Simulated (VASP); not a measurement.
# SiC (F-43m) in VASP: further runs

The runs below take SiC through phonons, with r2SCAN.

All numbers are computed with VASP 6.6.1; they aren't measurements. Logs are shortened: lines on timing, memory, paths and dates and some standing lists are left out, and cuts for length are marked.

### 1 The cell of the first run

The structure is cubic, space group F-43m (No. 216). The conventional cell has a = 4.272 Å, b = 4.272 Å, c = 4.272 Å, α = 90.00°, β = 90.00°, γ = 90.00°. Within 2.5 Å of Si (site symmetry -43m) lie 4 C at 1.85 Å. Within 2.5 Å of C (site symmetry -43m) lie 4 Si at 1.85 Å.

### 2 Phonons, r2SCAN

INCAR

```
PREC     = Accurate       # precision mode
ENCUT    = 520            # plane-wave cutoff, eV
EDIFF    = 1E-8           # SCF threshold, eV
ISMEAR   = 0              # smearing method
SIGMA    = 0.01           # smearing width, eV
LREAL    = False          # projectors in reciprocal space
LASPH    = True           # aspherical terms in the spheres
NELM     = 100            # most SCF steps
ALGO     = Normal         # electronic algorithm
ISIF     = 2              # what is computed and relaxed
LWAVE    = False          # write WAVECAR
LCHARG   = False          # write CHGCAR
METAGGA  = R2SCAN         # meta-GGA
LMIXTAU  = True         
IBRION   = 6              # ionic algorithm
NFREE    = 2            
POTIM    = 0.015          # step
NSW      = 1              # ionic steps
```

KPOINTS

```
Automatic mesh
0
Gamma
  10 10 10
```

POSCAR

```
SiC
1.0
    2.1357600988      2.1357600988      0.0000000000
   -2.1357600988      2.1357600988      0.0000000000
    0.0000000000      2.1357600988      2.1357600988
Si C
1 1
Direct
    0.0000000000      0.0000000000      0.0000000000
    0.7500000000      0.2500000000      0.5000000000
```

Potentials or basis: VASP PAW PBE potentials, release 64 (Si, C).

Started as:

```sh
cat potpaw_PBE.64/Si/POTCAR potpaw_PBE.64/C/POTCAR > POTCAR
mpirun -np 1 vasp_std > vasp.out
```

OUTCAR:

```text
PREC = Accurate
   ENCUT = 520
   EDIFF = 1E-8
   ISMEAR = 0
   LREAL = False
   LASPH = True
   NELM = 100
   ISIF = 2
   METAGGA = R2SCAN
   IBRION = 6
   NFREE = 2
   POTIM = 0.015
   NSW = 1

 ion  position               nearest neighbor table
   1  0.000  0.000  0.000-   2 1.85   2 1.85   2 1.85   2 1.85
   2  0.750  0.250  0.500-   1 1.85   1 1.85   1 1.85   1 1.85

  LATTYP: Found a face centered cubic cell.
 ALAT       =     4.2715201976

  Lattice vectors:

 A1 = (   0.0000000000,   2.1357600988,   2.1357600988)
 A2 = (   2.1357600988,   0.0000000000,   2.1357600988)
 A3 = (   2.1357600988,   2.1357600988,   0.0000000000)

Analysis of symmetry for initial positions (statically):
=====================================================================
 Subroutine PRICEL returns:
 Original cell was already a primitive cell.

 Routine SETGRP: Setting up the symmetry group for a
 face centered cubic supercell.

 Subroutine GETGRP returns: Found 24 space group operations
 (whereof 24 operations were pure point group operations)
 out of a pool of 48 trial point group operations.

The static configuration has the point symmetry T_d .

Analysis of symmetry for dynamics (positions and initial velocities):
=====================================================================
 Subroutine PRICEL returns:
 Original cell was already a primitive cell.

 Routine SETGRP: Setting up the symmetry group for a
 face centered cubic supercell.

 Subroutine GETGRP returns: Found 24 space group operations
 (whereof 24 operations were pure point group operations)
 out of a pool of 48 trial point group operations.

The dynamic configuration has the point symmetry T_d .

 Subroutine INISYM returns: Found 24 space group operations
 (whereof 24 operations are pure point group operations),
 and found     1 'primitive' translations

----------------------------------------------------------------------------------------
[... 148 lines left out ...]
  --------------------------------------------------------------------------------------
  -------------------------------------------------------------------------------------
  Total        1.7969460      1.7969460      1.7969460     -0.0000000     -0.0000000      0.0000000
  in kB      147.7604496    147.7604496    147.7604496     -0.0000000     -0.0000000      0.0000000
  external PRESSURE =     147.7604496 kB  Pullay stress =       0.0000000 kB
[... 131 lines left out ...]
--------------------------------------- Ionic step        5  -------------------------------------------

 number of electron       7.9999999 magnetization

 Free energy of the ion-electron system (eV)
  ---------------------------------------------------
  ext. energy  EPLUGINS =         0.00000000
  ---------------------------------------------------
  free energy    TOTEN  =       -19.27268894 eV

  energy without entropy =      -19.27268894  energy(sigma->0) =      -19.27268894

 E-fermi :   8.8891     XC(G=0): -12.2061

 val. band max:        8.7426434543   @ k =   0.0000   0.0000   0.0000
 cond. band min:      10.3505132612   @ k =   0.0000  -1.0000  -0.5000
 fundamental gap:      1.6078698069
 Fermi energy:         8.8890579340

 k-point     1 :       0.0000    0.0000    0.0000
  band No.  band energies     occupation
      1      -7.9988      2.00000
      2       8.5902      2.00000
      3       8.6677      2.00000
      4       8.7426      2.00000
      5      16.2619      0.00000
      6      16.9503      0.00000
      7      16.9790      0.00000
      8      17.0091      0.00000
[... 243 lines left out ...]
 k-point    24 :       0.4000    0.3000    0.0000
  band No.  band energies     occupation
      1      -2.9269      2.00000
      2       0.8633      2.00000
      3       3.0149      2.00000
      4       6.2266      2.00000
      5      12.8754      0.00000
      6      18.4532      0.00000
      7      20.7865      0.00000
      8      21.7297      0.00000

 [... further k-points ...]
[... 5 lines left out ...]
  --------------------------------------------------------------------------------------
  -------------------------------------------------------------------------------------
  Total        1.7963318      1.8031610      1.8031610      0.0000000     -0.1639134      0.0000000
  in kB      147.7099468    148.2714992    148.2714992      0.0000000    -13.4783796      0.0000000
  external PRESSURE =     148.0843151 kB  Pullay stress =       0.0000000 kB
[... 17 lines left out ...]
  FREE ENERGIE OF THE ION-ELECTRON SYSTEM (eV)
  ---------------------------------------------------
  free  energy   TOTEN  =       -19.2726889366 eV

  energy  without entropy=      -19.2726889366  energy(sigma->0) =      -19.27268894

 INTERNAL STRAIN TENSORS FROM DISPLACED ATOMS
 ============================================

 INTERNAL STRAIN TENSOR FOR ION    1 for displacements in x,y,z  (eV/Angst):
          X           Y           Z          XY          YZ          ZX
  --------------------------------------------------------------------------------
  x     0.00000    -0.00000    -0.00000     0.00000   -10.93007     0.00000
  y    -0.00000     0.00000    -0.00000     0.00000     0.00000   -10.93007
  z    -0.00000    -0.00000     0.00000   -10.93007     0.00000     0.00000

 INTERNAL STRAIN TENSOR FOR ION    2 for displacements in x,y,z  (eV/Angst):
          X           Y           Z          XY          YZ          ZX
  --------------------------------------------------------------------------------
  x     0.00000     0.00000     0.00000     0.00000    10.92556     0.00000
  y     0.00000     0.00000     0.00000     0.00000     0.00000    10.92556
  z     0.00000     0.00000     0.00000    10.92556     0.00000     0.00000

 Eigenvectors and eigenvalues of the dynamical matrix
 ----------------------------------------------------

   1 f  =   25.536600 THz   160.451187 2PiTHz  851.809273 cm-1   105.610842 meV
             X         Y         Z           dx          dy          dz
      0.000000  0.000000  0.000000     0.389798    0.000555    0.384179
      1.067880  3.203640  1.067880    -0.596085   -0.000848   -0.587492
[... 21 lines left out ...]
   6 f/i=    0.000571 THz     0.003585 2PiTHz    0.019030 cm-1     0.002359 meV
             X         Y         Z           dx          dy          dz
      0.000000  0.000000  0.000000    -0.807371   -0.219259    0.023277
      1.067880  3.203640  1.067880    -0.527964   -0.143380    0.015222

 ELASTIC MODULI CONTR FROM IONIC RELAXATION (kBar)
 Direction    XX          YY          ZZ          XY          YZ          ZX
 --------------------------------------------------------------------------------
 XX          -0.0000      0.0000      0.0000     -0.0000      0.0000     -0.0000
 YY           0.0000     -0.0000     -0.0000     -0.0000     -0.0000     -0.0000
 ZZ           0.0000     -0.0000     -0.0000     -0.0000     -0.0000     -0.0000
 XY          -0.0000     -0.0000     -0.0000   -437.4425      0.0000      0.0000
 YZ           0.0000     -0.0000     -0.0000      0.0000   -437.4425      0.0000
 ZX          -0.0000     -0.0000     -0.0000      0.0000      0.0000   -437.4425
 --------------------------------------------------------------------------------
```

stdout:

```text
POSCAR found type information on POSCAR SiC
 POSCAR found :  2 types and       2 ions
 scaLAPACK will be used
 -----------------------------------------------------------------------------
|                                                                             |
|                                                                             |
|     You enforced a specific xc type in the INCAR file but a different       |
|     I HOPE YOU KNOW WHAT YOU ARE DOING!                                     |
|                                                                             |
 -----------------------------------------------------------------------------

 LDA part: xc-table for (None), standard interpolation
 POSCAR, INCAR and KPOINTS ok, starting setup
 FFT: planning ... GRIDC
 FFT: planning ... GRID_SOFT
 FFT: planning ... GRID
 WAVECAR not read
 entering main loop
 Found     2 degrees of freedom:
 Finite differences POTIM= 0.01500 DOF=   2
 bond charge predicted
 Finite differences progress:
 bond charge predicted
 Finite differences progress:
 bond charge predicted
 Finite differences progress:
 bond charge predicted
 Finite differences progress:
```

It took 5.4 min on 1 thread of Intel Xeon Platinum 8259CL at 2.50GHz (Skylake/Cascade Lake), shared host; peak memory 0.18 GiB.

What came out:

```yaml
Highest_phonon_frequency_at_Γ_LO-TO_splitting_left_out: 852 cm⁻¹
```

Phonon frequencies in cm⁻¹ (negative: imaginary):
| q point | frequencies |
| --- | --- |
| (0.000, 0.000, 0.000) | 0 0 0 852 852 852 |

Caveat: the cell wasn't relaxed at this level first, which shifts response properties; the PAW data sets were made with another functional, which shifts forces and pressure a little.

### 3 Phonons, r2SCAN

This run uses another cell than the first one, of 9.92 Å³/atom, 1.018 times its volume.

INCAR

```
PREC = Accurate ; ENCUT = 520
EDIFF = 1E-8 ; ISMEAR = 0
SIGMA = 0.01 ; LREAL = False
LASPH = True ; NELM = 80
ALGO = Normal ; ISIF = 2
LWAVE = False ; LCHARG = False
METAGGA = R2SCAN ; LMIXTAU = True
NBANDS = 11 ; IBRION = 6
NFREE = 2 ; POTIM = 0.015
NSW = 1
```

KPOINTS is that of step 2.

POSCAR

```
SiC
1.0
    2.1488174878      2.1488174878      0.0000000000
   -2.1488174878      2.1488174878      0.0000000000
    0.0000000000      2.1488174878      2.1488174878
Si C
1 1
Direct
    0.0000000000      0.0000000000      0.0000000000
    0.7500000000      0.2500000000      0.5000000000
```

Potentials or basis: VASP PAW PBE potentials, release 64 (Si, C).

Started as:

```sh
cat potpaw_PBE.64/Si/POTCAR potpaw_PBE.64/C/POTCAR > POTCAR
mpirun -np 1 vasp_std > vasp.out
```

OUTCAR:

```text
PREC = Accurate
   ENCUT = 520
   EDIFF = 1E-8
   ISMEAR = 0
   LREAL = False
   LASPH = True
   NELM = 80
   ISIF = 2
   METAGGA = R2SCAN
   IBRION = 6
   NFREE = 2
   POTIM = 0.015
   NSW = 1

 ion  position               nearest neighbor table
   1  0.000  0.000  0.000-   2 1.86   2 1.86   2 1.86   2 1.86
   2  0.750  0.250  0.500-   1 1.86   1 1.86   1 1.86   1 1.86
[... 722 lines left out ...]
  x    -0.00000     0.00000     0.00000     0.00000    -9.84722     0.00000
  y     0.00000    -0.00000     0.00000     0.00000     0.00000    -9.84722
  z     0.00000     0.00000    -0.00000    -9.84722     0.00000     0.00000

 INTERNAL STRAIN TENSOR FOR ION    2 for displacements in x,y,z  (eV/Angst):
          X           Y           Z          XY          YZ          ZX
  --------------------------------------------------------------------------------
  x     0.00000     0.00000     0.00000     0.00000     9.84566     0.00000
  y     0.00000     0.00000     0.00000     0.00000     0.00000     9.84566
  z     0.00000     0.00000     0.00000     9.84566     0.00000     0.00000

 Eigenvectors and eigenvalues of the dynamical matrix
 ----------------------------------------------------

   1 f  =   25.021203 THz   157.212852 2PiTHz  834.617479 cm-1   103.479332 meV
             X         Y         Z           dx          dy          dz
      0.000000  0.000000  0.000000     0.000000   -0.547297   -0.000000
      1.074409  3.223226  1.074409    -0.000000    0.836939   -0.000000
[... 21 lines left out ...]
   6 f/i=    0.000616 THz     0.003871 2PiTHz    0.020549 cm-1     0.002548 meV
             X         Y         Z           dx          dy          dz
      0.000000  0.000000  0.000000    -0.405660   -0.507396   -0.527689
      1.074409  3.223226  1.074409    -0.265272   -0.331800   -0.345070

 ELASTIC MODULI CONTR FROM IONIC RELAXATION (kBar)
 Direction    XX          YY          ZZ          XY          YZ          ZX
 --------------------------------------------------------------------------------
 XX          -0.0000      0.0000      0.0000      0.0000     -0.0000      0.0000
 YY           0.0000     -0.0000      0.0000     -0.0000      0.0000     -0.0000
 ZZ           0.0000      0.0000     -0.0000     -0.0000      0.0000      0.0000
 XY           0.0000     -0.0000     -0.0000   -363.2305      0.0000     -0.0000
 YZ          -0.0000      0.0000      0.0000      0.0000   -363.2305      0.0000
 ZX           0.0000     -0.0000      0.0000     -0.0000      0.0000   -363.2305
 --------------------------------------------------------------------------------
```

It took 6.6 min on 1 thread of Intel Xeon Platinum 8259CL at 2.50GHz (Skylake/Cascade Lake), shared host; peak memory 0.19 GiB.

Results:

| Property | Result |
| --- | --- |
| Highest phonon frequency at Γ, LO-TO splitting left out | 835 cm⁻¹ |

Phonon frequencies in cm⁻¹ (negative: imaginary):
```tsv
q point	frequencies
(0.000, 0.000, 0.000)	0 0 0 835 835 835
```

Caveat: the cell wasn't relaxed at this level first, which shifts response properties; the PAW data sets were made with another functional, which shifts forces and pressure a little.
